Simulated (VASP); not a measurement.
# C (P4/mmm) in VASP: notebook

Runs on C. Level: PBE. Tasks: single point.

Everything below comes from runs of VASP 6.6.1. Logs are shortened: lines on timing, memory, paths and dates and some standing lists are left out, and cuts for length are marked.

### 1 The cell of the first run

Symmetry: P4/mmm, No. 123, tetragonal system. Conventional cell: a = 5.474 Å, b = 5.474 Å, c = 3.868 Å, α = 90.00°, β = 90.00°, γ = 90.00°. Within 1.8 Å of C (site symmetry m2m) lie 3 C at 1.35 to 1.48 Å. Within 2.0 Å of C (site symmetry m) lie 4 C at 1.48 to 1.60 Å.

### 2 Single point, PBE

File INCAR:

```
  ALGO = Normal
  EDIFF = 1E-6
  ENCUT = 520
  GGA = PE
  ISIF = 2
  ISMEAR = 0
  LASPH = T
  LCHARG = T
  LELF = T
  LREAL = F
  LVHAR = T
  LWAVE = F
  NBANDS = 36
  NELM = 60
  PREC = Accurate
  SIGMA = 0.1
```

File KPOINTS:

```
k-points
0
Gamma
  4 4 4
```

File POSCAR:

```
C
1.0
    5.4735132329      0.0000000000      0.0000000000
    0.0000000000      5.4735132329      0.0000000000
    0.0000000000      0.0000000000      3.8684224649
C
12
Direct
    0.9999968552      0.6233622053      0.5000000000
    0.0000031448      0.3766377947      0.5000000000
    0.3766377947      0.9999968552      0.5000000000
    0.6233622053      0.0000031448      0.5000000000
    0.2073448488      0.9999983060      0.2013839724
    0.7926551512      0.0000016940      0.2013839724
    0.0000016940      0.2073448488      0.2013839724
    0.9999983060      0.7926551512      0.2013839724
    0.7926551512      0.0000016940      0.7986160276
    0.2073448488      0.9999983060      0.7986160276
    0.9999983060      0.7926551512      0.7986160276
    0.0000016940      0.2073448488      0.7986160276
```

Potentials or basis: VASP PAW PBE potentials, release 64 (C).

Started as:

```
> cat potpaw_PBE.64/C/POTCAR > POTCAR
> mpirun -np 1 vasp_std > vasp.out
```

OUTCAR:

```text
EDIFF = 1E-6
   ENCUT = 520
   GGA = PE
   ISIF = 2
   ISMEAR = 0
   LASPH = T
   LREAL = F
   NELM = 60
   PREC = Accurate

 ion  position               nearest neighbor table
   1  1.000  0.623  0.500-   2 1.35   8 1.48  11 1.48
   2  0.000  0.377  0.500-   1 1.35   7 1.48  12 1.48
   3  0.377  1.000  0.500-   4 1.35   5 1.48  10 1.48
   4  0.623  0.000  0.500-   3 1.35   6 1.48   9 1.48
   5  0.207  1.000  0.201-   3 1.48  10 1.56   8 1.60   7 1.60
   6  0.793  0.000  0.201-   4 1.48   9 1.56   8 1.60   7 1.60
   7  0.000  0.207  0.201-   2 1.48  12 1.56   6 1.60   5 1.60
   8  1.000  0.793  0.201-   1 1.48  11 1.56   6 1.60   5 1.60
   9  0.793  0.000  0.799-   4 1.48   6 1.56  11 1.60  12 1.60
  10  0.207  1.000  0.799-   3 1.48   5 1.56  11 1.60  12 1.60
  11  1.000  0.793  0.799-   1 1.48   8 1.56   9 1.60  10 1.60
  12  0.000  0.207  0.799-   2 1.48   7 1.56   9 1.60  10 1.60

  LATTYP: Found a simple tetragonal cell.
 ALAT       =     5.4735132329
 C/A-ratio  =     0.7067531036

  Lattice vectors:

 A1 = (   5.4735132329,   0.0000000000,   0.0000000000)
 A2 = (   0.0000000000,   5.4735132329,   0.0000000000)
 A3 = (   0.0000000000,   0.0000000000,   3.8684224649)

Analysis of symmetry for initial positions (statically):
=====================================================================
 Subroutine PRICEL returns:
 Original cell was already a primitive cell.

 Routine SETGRP: Setting up the symmetry group for a
 simple tetragonal supercell.

 Subroutine GETGRP returns: Found 16 space group operations
 (whereof 16 operations were pure point group operations)
 out of a pool of 16 trial point group operations.

The static configuration has the point symmetry D_4h.

Analysis of symmetry for dynamics (positions and initial velocities):
=====================================================================
 Subroutine PRICEL returns:
 Original cell was already a primitive cell.

 Routine SETGRP: Setting up the symmetry group for a
 simple tetragonal supercell.

 Subroutine GETGRP returns: Found 16 space group operations
 (whereof 16 operations were pure point group operations)
 out of a pool of 16 trial point group operations.

The dynamic configuration has the point symmetry D_4h.

 Subroutine INISYM returns: Found 16 space group operations
 (whereof 16 operations are pure point group operations),
 and found     1 'primitive' translations

----------------------------------------------------------------------------------------

                                     Primitive cell

  volume of cell :     115.8954

  direct lattice vectors                    reciprocal lattice vectors
     5.473513233  0.000000000  0.000000000     0.182698015  0.000000000  0.000000000
     0.000000000  5.473513233  0.000000000     0.000000000  0.182698015  0.000000000
     0.000000000  0.000000000  3.868422465     0.000000000  0.000000000  0.258503307

  length of vectors
     5.473513233  5.473513233  3.868422465     0.182698015  0.182698015  0.258503307

  position of ions in fractional coordinates (direct lattice)
     0.999996855  0.623362205  0.500000000
     0.000003145  0.376637795  0.500000000
     0.376637795  0.999996855  0.500000000
     0.623362205  0.000003145  0.500000000
     0.207344849  0.999998306  0.201383972
     0.792655151  0.000001694  0.201383972
     0.000001694  0.207344849  0.201383972
     0.999998306  0.792655151  0.201383972
     0.792655151  0.000001694  0.798616028
     0.207344849  0.999998306  0.798616028
     0.999998306  0.792655151  0.798616028
     0.000001694  0.207344849  0.798616028

  ion indices of the primitive-cell ions
   primitive index   ion index
                 1           1
                 2           2
                 3           3
                 4           4
                 5           5
                 6           6
                 7           7
                 8           8
                 9           9
                10          10
                11          11
                12          12

----------------------------------------------------------------------------------------

 KPOINTS: k-points

Automatic generation of k-mesh.
 Grid dimensions read from file:
 generate k-points for:    4    4    4

 Generating k-lattice:

  Cartesian coordinates                     Fractional coordinates (reciprocal lattice)
     0.045674504  0.000000000  0.000000000     0.250000000  0.000000000  0.000000000
     0.000000000  0.045674504  0.000000000     0.000000000  0.250000000  0.000000000
     0.000000000  0.000000000  0.064625827     0.000000000  0.000000000  0.250000000

  Length of vectors
     0.045674504  0.045674504  0.064625827

  Shift w.r.t. Gamma in fractional coordinates (k-lattice)
     0.000000000  0.000000000  0.000000000

 Subroutine IBZKPT returns following result:
 ===========================================

 Found     18 irreducible k-points:

 Following reciprocal coordinates:
            Coordinates               Weight
  0.000000  0.000000  0.000000      1.000000
  0.250000  0.000000  0.000000      4.000000
  0.500000  0.000000  0.000000      2.000000
  0.250000  0.250000  0.000000      4.000000
  0.500000  0.250000  0.000000      4.000000
  0.500000  0.500000  0.000000      1.000000
[... 10 lines left out ...]
  0.500000  0.250000  0.500000      4.000000
  0.500000  0.500000  0.500000      1.000000
   k-points           NKPTS =     18   k-points in BZ     NKDIM =     18   number of bands    NBANDS=     36
   number of dos      NEDOS =    301   number of ions     NIONS =     12
   total plane-waves  NPLWV =  52920
   dimension x,y,z NGX =    42 NGY =   42 NGZ =   30
   dimension x,y,z NGXF=    84 NGYF=   84 NGZF=   60
   ions per type =              12
   NGX,Y,Z   is equivalent  to a cutoff of  12.76, 12.76, 12.89 a.u.
   NGXF,Y,Z  is equivalent  to a cutoff of  25.51, 25.51, 25.79 a.u.
 SYSTEM =  unknown system
   PREC   = accura    normal or accurate (medium, high low for compatibility)
   ISTART =      0    job   : 0-new  1-cont  2-samecut
   ICHARG =      2    charge: 1-file 2-atom 10-const
   ISPIN  =      1    spin polarized calculation?
   LNONCOLLINEAR =      F non collinear calculations
   LSORBIT =      F    spin-orbit coupling
   LASPH  =      T    aspherical Exc in radial PAW
   ENCUT  =  520.0 eV  38.22 Ry    6.18 a.u.  10.18 10.18  7.19*2*pi/ulx,y,z
   NELM   =     60;   NELMIN=  2; NELMDL= -5     # of ELM steps
   EDIFF  = 0.1E-05   stopping-criterion for ELM
   LREAL  =      F    real-space projection
   EDIFFG = 0.1E-04   stopping-criterion for IOM
   NSW    =      0    number of steps for IOM
   IBRION =     -1    ionic relax: 0-MD 1-quasi-New 2-CG
   NFREE  =      0    steps in history (QN), initial steepest desc. (CG)
   ISIF   =      2    stress and relaxation
   ISYM   =      2    0-nonsym 1-usesym 2-fastsym
   POTIM  = 0.5000    time-step for ionic-motion
   TEBEG  =    0.0;   TEEND  =   0.0 temperature during run
   PSTRESS=    0.0 pullay stress
   NELECT =      48.0000    total number of electrons
   NUPDOWN=      -1.0000    fix difference up-down
   EMIN   =  10.00;   EMAX   =-10.00  energy-range for DOS
   EFERMI =   0.00;   METHOD = LEGACY
   ISMEAR =     0;   SIGMA  =   0.10  broadening in eV -4-tet -1-fermi 0-gaus
   EFERMI_NEDOS =   21; number of points for ismear=-14 and -15
   IALGO  =     38    algorithm
   IMIX   =      4    mixing-type and parameters
     AMIX     =   0.40;   BMIX     =  1.00
     AMIX_MAG =   1.60;   BMIX_MAG =  1.00
  volume/ion in A,a.u.               =       9.66        65.18
  Fermi-wavevector in a.u.,A,eV,Ry     =   1.220300  2.306032 20.260861  1.489131
  Thomas-Fermi vector in A             =   2.355522
   LORBIT       =      0    0 simple, 1 ext, 2 COOP (PROOUT), +10 PAW based schemes
   GGA     = PE    functional components
   LHFCALC =     F    Hartree Fock is set to
   AEXX    =    0.0000 exact exchange contribution
   IVDW    =     0    specifies the selected vdW correction
   LEPSILON=     F    determine dielectric tensor
   LRPA    =     F    only Hartree local field effects (RPA)
 non-spin polarized calculation
 Gauss-broadening in eV      SIGMA  =   0.10
  energy-cutoff  :      520.00
  volume of cell :      115.90
 maximum number of plane-waves:      3192
 NGX is ok and might be reduce to    42
   NGX = 21   NGY = 21   NGZ = 15

 number of electron      47.9999995 magnetization

 Free energy of the ion-electron system (eV)
  ---------------------------------------------------
  ext. energy  EPLUGINS =         0.00000000
  ---------------------------------------------------
  free energy    TOTEN  =      -101.73301576 eV

  energy without entropy =     -101.73301575  energy(sigma->0) =     -101.73301575

 E-fermi :   4.6680     XC(G=0):  -9.4227

 val. band max:        4.2910789250   @ k =   0.5000   0.5000   0.5000
 cond. band min:       5.0540398529   @ k =   0.5000   0.5000   0.0000
 fundamental gap:      0.7629609279
 Fermi energy:         4.6679912025

 k-point     1 :       0.0000    0.0000    0.0000
  band No.  band energies     occupation
      1     -17.1352      2.00000
      2     -12.1281      2.00000
      3     -12.1281      2.00000
      4     -12.0475      2.00000
      5     -11.7200      2.00000
      6      -9.4618      2.00000
[... 28 lines left out ...]
     35      12.6138      0.00000
     36      12.7464      0.00000

 k-point     2 :       0.2500    0.0000    0.0000
  band No.  band energies     occupation
      1     -17.0889      2.00000
      2     -13.0834      2.00000
      3     -12.1201      2.00000
      4     -11.8724      2.00000
      5     -10.5683      2.00000
      6      -9.4053      2.00000
[... 28 lines left out ...]
     35      12.7047      0.00000
     36      13.2688      0.00000
[... 583 lines left out ...]
     35      11.7662      0.00000
     36      12.1739      0.00000

 k-point    18 :       0.5000    0.5000    0.5000
  band No.  band energies     occupation
      1     -15.9439      2.00000
      2     -13.6877      2.00000
      3     -12.5421      2.00000
      4     -12.5421      2.00000
      5     -10.7307      2.00000
      6     -10.7307      2.00000
[... 28 lines left out ...]
     35      12.3209      0.00000
     36      12.3209      0.00000

------------------------ aborting loop because EDIFF is reached ----------------------------------------

  FORCE on cell =-STRESS in cart. coord.  units (eV):
  Direction    XX          YY          ZZ          XY          YZ          ZX
  --------------------------------------------------------------------------------------
  -------------------------------------------------------------------------------------
  Total        0.2368090      0.2368090      0.2808121      0.0000000      0.0000000      0.0000000
  in kB        3.2737281      3.2737281      3.8820419      0.0000000      0.0000000      0.0000000
  external PRESSURE =       3.4764994 kB  Pullay stress =       0.0000000 kB

 VOLUME and BASIS-vectors are now :
 -----------------------------------------------------------------------------
  energy-cutoff  :      520.00
  volume of cell :      115.90
      direct lattice vectors                 reciprocal lattice vectors
     5.473513233  0.000000000  0.000000000     0.182698015  0.000000000  0.000000000
     0.000000000  5.473513233  0.000000000     0.000000000  0.182698015  0.000000000
     0.000000000  0.000000000  3.868422465     0.000000000  0.000000000  0.258503307

 POSITION                                       TOTAL-FORCE (eV/Angst)
 -----------------------------------------------------------------------------------
      5.47350      3.41198      1.93421         0.000000      0.005030      0.000000
      0.00002      2.06153      1.93421         0.000000     -0.005030     -0.000000
      2.06153      5.47350      1.93421        -0.005030     -0.000000      0.000000
      3.41198      0.00002      1.93421         0.005030     -0.000000     -0.000000
      1.13490      5.47350      0.77904         0.024835     -0.000000      0.008666
      4.33861      0.00001      0.77904        -0.024835     -0.000000      0.008666
      0.00001      1.13490      0.77904         0.000000      0.024835      0.008666
      5.47350      4.33861      0.77904         0.000000     -0.024835      0.008666
      4.33861      0.00001      3.08938        -0.024835     -0.000000     -0.008666
      1.13490      5.47350      3.08938         0.024835     -0.000000     -0.008666
      5.47350      4.33861      3.08938        -0.000000     -0.024835     -0.008666
      0.00001      1.13490      3.08938         0.000000      0.024835     -0.008666
 -----------------------------------------------------------------------------------
    total drift:                               -0.000000      0.000000     -0.000000

  FREE ENERGIE OF THE ION-ELECTRON SYSTEM (eV)
  ---------------------------------------------------
  free  energy   TOTEN  =      -101.7330157552 eV

  energy  without entropy=     -101.7330157540  energy(sigma->0) =     -101.73301575
```

It took 1.8 min on 1 thread of AMD EPYC 7R43 (Zen 3), shared host; peak memory 0.18 GiB.

Results:

| Property | Result |
| --- | --- |
| Free energy | -101.7330 eV |
| Pressure | 0.3 GPa |
| Largest force | 0.026 eV/Å |
| Band gap on the k mesh | 0.76 eV, indirect (least direct gap 2.30 eV) |

Forces on the atoms (eV/Å):
```
C    0.000  0.005  0.000
C    0.000 -0.005  0.000
C   -0.005  0.000  0.000
C    0.005  0.000  0.000
C    0.025  0.000  0.009
C   -0.025  0.000  0.009
C    0.000  0.025  0.009
C    0.000 -0.025  0.009
C   -0.025  0.000 -0.009
C    0.025  0.000 -0.009
C    0.000 -0.025 -0.009
C    0.000  0.025 -0.009
```

Levels at points of the mesh, in eV from the valence-band top:
```csv
k point,band 21,band 22,band 23,band 24,band 25,band 26,band 27,band 28
"(0.00, 0.00, 0.00)",-2.53,-2.53,-1.95,-1.95,2.05,2.63,3.73,4.76
"(0.50, 0.00, 0.00)",-3.02,-2.83,-2.52,-1.92,1.02,2.29,3.84,5.06
"(0.50, 0.50, 0.00)",-3.60,-3.38,-3.08,-2.40,0.76,0.76,5.15,5.28
"(0.00, 0.00, 0.50)",-2.73,-2.73,-1.87,-1.87,2.64,2.80,3.72,3.72
"(0.50, 0.00, 0.50)",-2.99,-2.66,-1.60,-1.13,2.18,2.75,2.85,3.99
"(0.50, 0.50, 0.50)",-2.93,-2.93,-2.32,0.00,2.45,2.45,2.67,4.22
```

(Part 1 of 2 ends here.)
